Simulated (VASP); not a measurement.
Crystal: HfO2.

```xyz
3
Lattice="0.0420 2.5712 2.5712 2.5712 0.0420 2.5712 2.5712 2.5712 0.0420" Properties=species:S:1:pos:R:3 pbc="T T T"
Hf    0.0000    0.0000    0.0000
O     1.2913    1.2913    1.2913
O     3.8930    3.8930    3.8930
```

This cell differs from its parent crystal: strain along [111] +2.5%.

Base run:

| Quantity | Value |
| --- | --- |
| Program | VASP 6.6.1 |
| Functional | r2SCAN |
| Potentials or basis | VASP PAW PBE potentials, release 64 (Hf_pv, O) |
| Cutoff | 520 eV |
| k mesh | 8 × 8 × 8 |
| Occupations | gaussian, width 0.01 eV |
| Spin | no spin polarisation |

Its results: band gap on the k mesh 4.25 eV; pressure -10.0 GPa; largest force 0.019 eV/Å.

Question: The run is repeated on the same cell with these changes: functional from r2SCAN to PBE; occupations from gaussian, width 0.01 eV to fermi-dirac, width 0.02 eV. What comes out?

Answer: Band gap on the k mesh 3.76 eV; pressure -3.9 GPa; largest force 0.004 eV/Å.

Caveats: the cell stands under tension; spin-orbit coupling is left out, which moves the levels of the heavy elements; the PAW data sets were made with another functional, which shifts forces and pressure a little (at least some runs).

A k mesh can miss the band edges.
